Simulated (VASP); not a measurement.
# HfO2 (R-3m) in VASP: a series of runs

The runs below take HfO2 through single point, with PBEsol.

All numbers are computed with VASP 6.6.1; they aren't measurements. Logs are shortened: lines on timing, memory, paths and dates and some standing lists are left out, and cuts for length are marked.

### Step 1. The cell of the first run

The structure is trigonal, space group R-3m (No. 166). Conventional cell: a = 3.709 Å, b = 3.709 Å, c = 8.727 Å, α = 90.00°, β = 90.00°, γ = 120.00°. Hf (site symmetry -3m) has 8 O at 2.18 to 2.26 Å within 2.9 Å. Within 2.9 Å of O (site symmetry 3m) lie 4 Hf at 2.18 to 2.26 Å and 6 O at 2.59 Å.

### Step 2. Single point, PBEsol

The input, INCAR:

```
ALGO = Normal
EDIFF = 1E-6
ENCUT = 520
GGA = PS
ISIF = 2
ISMEAR = 0
LASPH = True
LCHARG = False
LREAL = False
LWAVE = False
NBANDS = 18
NELM = 80
PREC = Accurate
SIGMA = 0.05
```

The input, KPOINTS:

```
k-points
0
Gamma
  8 8 8
```

The input, POSCAR:

```
HfO2
1.0
   -0.0688854843      2.5536583356      2.5536583356
    2.5536583356     -0.0688854843      2.5536583356
    2.5536583356      2.5536583356     -0.0688854843
Hf O
1 2
Direct
    0.0000000000      0.0000000000      0.0000000000
    0.2500000000      0.2500000000      0.2500000000
    0.7500000000      0.7500000000      0.7500000000
```

Potentials or basis: VASP PAW PBE potentials, release 64 (Hf_pv, O).

Run with:

```console
$ cat potpaw_PBE.64/Hf_pv/POTCAR potpaw_PBE.64/O/POTCAR > POTCAR
$ mpirun -np 1 vasp_std > vasp.out
```

OUTCAR:

```text
EDIFF = 1E-6
   ENCUT = 520
   GGA = PS
   ISIF = 2
   ISMEAR = 0
   LASPH = True
   LREAL = False
   NELM = 80
   PREC = Accurate

 ion  position               nearest neighbor table
   1  0.000  0.000  0.000-   2 2.18   3 2.18   3 2.26   3 2.26   3 2.26   2 2.26   2 2.26   2 2.26

   2  0.250  0.250  0.250-   1 2.18   1 2.26   1 2.26   1 2.26
   3  0.750  0.750  0.750-   1 2.18   1 2.26   1 2.26   1 2.26

  LATTYP: Found a trigonal (rhomboedric) cell.
 ALAT       =     3.6120751653
 COS(alpha) =     0.4728527458

  Lattice vectors:

 A1 = (  -0.0688854843,   2.5536583356,   2.5536583356)
 A2 = (   2.5536583356,  -0.0688854843,   2.5536583356)
 A3 = (   2.5536583356,   2.5536583356,  -0.0688854843)

Analysis of symmetry for initial positions (statically):
=====================================================================
 Subroutine PRICEL returns:
 Original cell was already a primitive cell.

 Routine SETGRP: Setting up the symmetry group for a
 trigonal (rhombohedral) supercell.

 Subroutine GETGRP returns: Found 12 space group operations
 (whereof 12 operations were pure point group operations)
 out of a pool of 12 trial point group operations.

The static configuration has the point symmetry D_3d.

Analysis of symmetry for dynamics (positions and initial velocities):
=====================================================================
 Subroutine PRICEL returns:
 Original cell was already a primitive cell.

 Routine SETGRP: Setting up the symmetry group for a
 trigonal (rhombohedral) supercell.

 Subroutine GETGRP returns: Found 12 space group operations
 (whereof 12 operations were pure point group operations)
 out of a pool of 12 trial point group operations.

The dynamic configuration has the point symmetry D_3d.

 Subroutine INISYM returns: Found 12 space group operations
 (whereof 12 operations are pure point group operations),
 and found     1 'primitive' translations

----------------------------------------------------------------------------------------

                                     Primitive cell

  volume of cell :      34.6530

  direct lattice vectors                    reciprocal lattice vectors
    -0.068885484  2.553658336  2.553658336    -0.188047952  0.193261215  0.193261215
     2.553658336 -0.068885484  2.553658336     0.193261215 -0.188047952  0.193261215
     2.553658336  2.553658336 -0.068885484     0.193261215  0.193261215 -0.188047952

  length of vectors
     3.612075165  3.612075165  3.612075165     0.331755673  0.331755673  0.331755673

  position of ions in fractional coordinates (direct lattice)
     0.000000000  0.000000000  0.000000000
     0.250000000  0.250000000  0.250000000
     0.750000000  0.750000000  0.750000000

  ion indices of the primitive-cell ions
   primitive index   ion index
                 1           1
                 2           2
                 3           3

----------------------------------------------------------------------------------------

 KPOINTS: k-points

Automatic generation of k-mesh.
 Grid dimensions read from file:
 generate k-points for:    8    8    8

 Generating k-lattice:

  Cartesian coordinates                     Fractional coordinates (reciprocal lattice)
    -0.023505994  0.024157652  0.024157652     0.125000000  0.000000000 -0.000000000
     0.024157652 -0.023505994  0.024157652     0.000000000  0.125000000 -0.000000000
     0.024157652  0.024157652 -0.023505994     0.000000000  0.000000000  0.125000000

  Length of vectors
     0.041469459  0.041469459  0.041469459

  Shift w.r.t. Gamma in fractional coordinates (k-lattice)
     0.000000000  0.000000000  0.000000000

 Subroutine IBZKPT returns following result:
 ===========================================

 Found     65 irreducible k-points:

 Following reciprocal coordinates:
            Coordinates               Weight
  0.000000  0.000000  0.000000      1.000000
  0.125000  0.000000  0.000000      6.000000
  0.250000  0.000000  0.000000      6.000000
  0.375000  0.000000  0.000000      6.000000
  0.500000  0.000000  0.000000      3.000000
  0.125000  0.125000 -0.000000      6.000000
[... 16 lines left out ...]
  0.250000  0.125000  0.125000      6.000000
  0.375000  0.125000  0.125000      6.000000
 [... further k-points ...]
   k-points           NKPTS =     65   k-points in BZ     NKDIM =     65   number of bands    NBANDS=     18
   number of dos      NEDOS =    301   number of ions     NIONS =      3
   total plane-waves  NPLWV =  21952
   dimension x,y,z NGX =    28 NGY =   28 NGZ =   28
   dimension x,y,z NGXF=    56 NGYF=   56 NGZF=   56
   ions per type =               1   2
   NGX,Y,Z   is equivalent  to a cutoff of  12.89, 12.89, 12.89 a.u.
   NGXF,Y,Z  is equivalent  to a cutoff of  25.77, 25.77, 25.77 a.u.
 SYSTEM =  unknown system
   PREC   = accura    normal or accurate (medium, high low for compatibility)
   ISTART =      0    job   : 0-new  1-cont  2-samecut
   ICHARG =      2    charge: 1-file 2-atom 10-const
   ISPIN  =      1    spin polarized calculation?
   LNONCOLLINEAR =      F non collinear calculations
   LSORBIT =      F    spin-orbit coupling
   LASPH  =      T    aspherical Exc in radial PAW
   ENCUT  =  520.0 eV  38.22 Ry    6.18 a.u.   6.72  6.72  6.72*2*pi/ulx,y,z
   NELM   =     80;   NELMIN=  2; NELMDL= -5     # of ELM steps
   EDIFF  = 0.1E-05   stopping-criterion for ELM
   LREAL  =      F    real-space projection
   EDIFFG = 0.1E-04   stopping-criterion for IOM
   NSW    =      0    number of steps for IOM
   IBRION =     -1    ionic relax: 0-MD 1-quasi-New 2-CG
   NFREE  =      0    steps in history (QN), initial steepest desc. (CG)
   ISIF   =      2    stress and relaxation
   ISYM   =      2    0-nonsym 1-usesym 2-fastsym
   POTIM  = 0.5000    time-step for ionic-motion
   TEBEG  =    0.0;   TEEND  =   0.0 temperature during run
   PSTRESS=    0.0 pullay stress
   NELECT =      22.0000    total number of electrons
   NUPDOWN=      -1.0000    fix difference up-down
   EMIN   =  10.00;   EMAX   =-10.00  energy-range for DOS
   EFERMI =   0.00;   METHOD = LEGACY
   ISMEAR =     0;   SIGMA  =   0.05  broadening in eV -4-tet -1-fermi 0-gaus
   EFERMI_NEDOS =   21; number of points for ismear=-14 and -15
   IALGO  =     38    algorithm
   IMIX   =      4    mixing-type and parameters
     AMIX     =   0.40;   BMIX     =  1.00
     AMIX_MAG =   1.60;   BMIX_MAG =  1.00
  volume/ion in A,a.u.               =      11.55        77.95
  Fermi-wavevector in a.u.,A,eV,Ry     =   1.407026  2.658894 26.935754  1.979722
  Thomas-Fermi vector in A             =   2.529327
   LORBIT       =      0    0 simple, 1 ext, 2 COOP (PROOUT), +10 PAW based schemes
   GGA     = PS    functional components
   LHFCALC =     F    Hartree Fock is set to
   AEXX    =    0.0000 exact exchange contribution
   IVDW    =     0    specifies the selected vdW correction
   LEPSILON=     F    determine dielectric tensor
   LRPA    =     F    only Hartree local field effects (RPA)
 non-spin polarized calculation
 Gauss-broadening in eV      SIGMA  =   0.05
  energy-cutoff  :      520.00
  volume of cell :       34.65
 maximum number of plane-waves:       941
   NGX = 13   NGY = 13   NGZ = 13

 number of electron      21.9999999 magnetization

 Free energy of the ion-electron system (eV)
  ---------------------------------------------------
  ext. energy  EPLUGINS =         0.00000000
  ---------------------------------------------------
  free energy    TOTEN  =       -31.41752420 eV

  energy without entropy =      -31.41752420  energy(sigma->0) =      -31.41752420

 E-fermi :   3.8481     XC(G=0): -11.7776

 val. band max:        3.6048012226   @ k =   0.5000   0.5000  -0.0000
 cond. band min:       7.1332130715   @ k =   0.5000   0.5000  -0.0000
 fundamental gap:      3.5284118489
 Fermi energy:         3.8480548694

 k-point     1 :       0.0000    0.0000    0.0000
  band No.  band energies     occupation
      1     -26.2987      2.00000
      2     -26.2987      2.00000
      3     -26.2779      2.00000
      4     -14.6991      2.00000
      5     -11.9033      2.00000
      6      -1.4446      2.00000
[... 10 lines left out ...]
     17      13.5941      0.00000
     18      16.7839      0.00000

 k-point     2 :       0.1250    0.0000    0.0000
  band No.  band energies     occupation
      1     -26.3454      2.00000
      2     -26.3032      2.00000
      3     -26.2862      2.00000
      4     -14.5240      2.00000
      5     -12.0467      2.00000
      6      -1.3096      2.00000
[... 10 lines left out ...]
     17      13.3100      0.00000
     18      16.3828      0.00000

 k-point     3 :       0.2500    0.0000    0.0000
  band No.  band energies     occupation
      1     -26.4605      2.00000
      2     -26.3141      2.00000
      3     -26.3003      2.00000
      4     -14.0980      2.00000
      5     -12.3537      2.00000
      6      -0.9713      2.00000
[... 10 lines left out ...]
     17      12.8830      0.00000
     18      15.4692      0.00000

 k-point     4 :       0.3750    0.0000    0.0000
  band No.  band energies     occupation
      1     -26.5717      2.00000
      2     -26.3250      2.00000
      3     -26.3139      2.00000
      4     -13.6889      2.00000
      5     -12.5866      2.00000
      6      -0.6214      2.00000
[... 375 lines left out ...]
      4     -14.4943      2.00000
      5     -12.0734      2.00000
      6      -1.2880      2.00000
[... 10 lines left out ...]
     17      13.0904      0.00000
     18      16.7197      0.00000

 k-point    23 :       0.2500    0.1250    0.1250
  band No.  band energies     occupation
      1     -26.4089      2.00000
      2     -26.3201      2.00000
      3     -26.3080      2.00000
      4     -14.2163      2.00000
      5     -12.2806      2.00000
      6      -1.1573      2.00000
[... 10 lines left out ...]
     17      12.8504      0.00000
     18      16.1393      0.00000

 k-point    24 :       0.3750    0.1250    0.1250
  band No.  band energies     occupation
      1     -26.5132      2.00000
      2     -26.3425      2.00000
      3     -26.3189      2.00000
      4     -13.7737      2.00000
      5     -12.5625      2.00000
      6      -0.9496      2.00000
[... 10 lines left out ...]
     17      13.1140      0.00000
     18      15.3805      0.00000

 [... further k-points ...]
[... 5 lines left out ...]
  --------------------------------------------------------------------------------------
  -------------------------------------------------------------------------------------
  Total       -4.3237067     -4.3237067     -4.3237067      0.3926234      0.3926234      0.3926234
  in kB     -199.9060667   -199.9060667   -199.9060667     18.1528979     18.1528979     18.1528979
  external PRESSURE =    -199.9060667 kB  Pullay stress =       0.0000000 kB

 VOLUME and BASIS-vectors are now :
 -----------------------------------------------------------------------------
  energy-cutoff  :      520.00
  volume of cell :       34.65
      direct lattice vectors                 reciprocal lattice vectors
    -0.068885484  2.553658336  2.553658336    -0.188047952  0.193261215  0.193261215
     2.553658336 -0.068885484  2.553658336     0.193261215 -0.188047952  0.193261215
     2.553658336  2.553658336 -0.068885484     0.193261215  0.193261215 -0.188047952

 POSITION                                       TOTAL-FORCE (eV/Angst)
 -----------------------------------------------------------------------------------
      0.00000      0.00000      0.00000        -0.000000     -0.000000     -0.000000
      1.25961      1.25961      1.25961         0.118921      0.118921      0.118921
      3.77882      3.77882      3.77882        -0.118921     -0.118921     -0.118921
 -----------------------------------------------------------------------------------
    total drift:                                0.000000      0.000000      0.000000

  FREE ENERGIE OF THE ION-ELECTRON SYSTEM (eV)
  ---------------------------------------------------
  free  energy   TOTEN  =       -31.4175242012 eV

  energy  without entropy=      -31.4175242012  energy(sigma->0) =      -31.41752420
```

It took 16 s on 1 thread of Intel Xeon 6975P-C (Granite Rapids), shared host; peak memory 0.18 GiB.

Results:

```
Free energy            : -31.4175 eV
Pressure               : -20.0 GPa
Largest force          : 0.206 eV/Å
Band gap on the k mesh : 3.53 eV, direct
```

Forces in eV/Å, atoms in the order of the input:
```
Hf   0.000  0.000  0.000
O    0.119  0.119  0.119
O   -0.119 -0.119 -0.119
```

Levels at points of the mesh, in eV from the valence-band top:
| k point | band 7 | band 8 | band 9 | band 10 | band 11 | band 12 | band 13 | band 14 | band 15 | band 16 |
| --- | --- | --- | --- | --- | --- | --- | --- | --- | --- | --- |
| (0.00, 0.00, 0.00) | -5.05 | -4.98 | -0.61 | -0.56 | -0.56 | 3.65 | 3.65 | 5.16 | 9.52 | 9.52 |
| (0.50, 0.00, 0.00) | -4.05 | -2.95 | -2.66 | -1.81 | -1.70 | 4.18 | 4.41 | 6.28 | 8.58 | 8.66 |
| (0.50, 0.50, 0.00) | -3.44 | -3.24 | -1.61 | -1.28 | 0.00 | 3.53 | 5.14 | 6.00 | 7.36 | 7.92 |
| (0.50, 0.50, 0.50) | -3.99 | -3.14 | -2.56 | -1.83 | -1.83 | 4.40 | 4.40 | 6.72 | 8.51 | 8.51 |

Caveat: the PAW data sets were made with another functional, which shifts forces and pressure a little; spin-orbit coupling is left out, which moves the levels of the heavy elements. A k mesh can miss the band edges.

(Continued in part 2 of 2.)
